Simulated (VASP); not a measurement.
Input of a VASP 6.6.1 run:

The input INCAR:

```
SYSTEM = Ga2GeSe2
  PREC = Accurate
  ENCUT = 520
  EDIFF = 1E-7
  ISMEAR = 0
  SIGMA = 0.1
  LREAL = .FALSE.
  LASPH = .TRUE.
  NELM = 60
  ALGO = Normal
  ISIF = 2
  LWAVE = .FALSE.
  LCHARG = .FALSE.
  GGA = PE
  NBANDS = 34
```

The input KPOINTS:

```
Automatic mesh
0
G
  12 12 6
  0 0 0
```

File POSCAR:

```
Ga2GeSe2
1.0
    4.9409643403      0.0000000000      0.0000000000
   -2.4704821702      4.2790006378      0.0000000000
    0.0000000000      0.0000000000      7.4392892828
Ga Ge Se
2 1 2
Direct
    0.3333333333      0.6666666667      0.5000000000
    0.6666666667      0.3333333333      0.5000000000
    0.0000000000      0.0000000000      0.5000000000
    0.0000000000      0.0000000000      0.1732239674
    0.0000000000      0.0000000000      0.8267760326
```

Potentials or basis: VASP PAW PBE potentials, release 64 (Ga_d, Ge_d, Se).

The run is started by

```sh
$ cat potpaw_PBE.64/Ga_d/POTCAR potpaw_PBE.64/Ge_d/POTCAR potpaw_PBE.64/Se/POTCAR > POTCAR
$ mpirun -np 1 vasp_std > vasp.out
```

Question: Estimate the band gap on the k mesh.

Answer: Zero (bands 26 and 27 overlap by 1.44 eV).

Question: Predict the pressure.

Answer: 0.0 GPa.
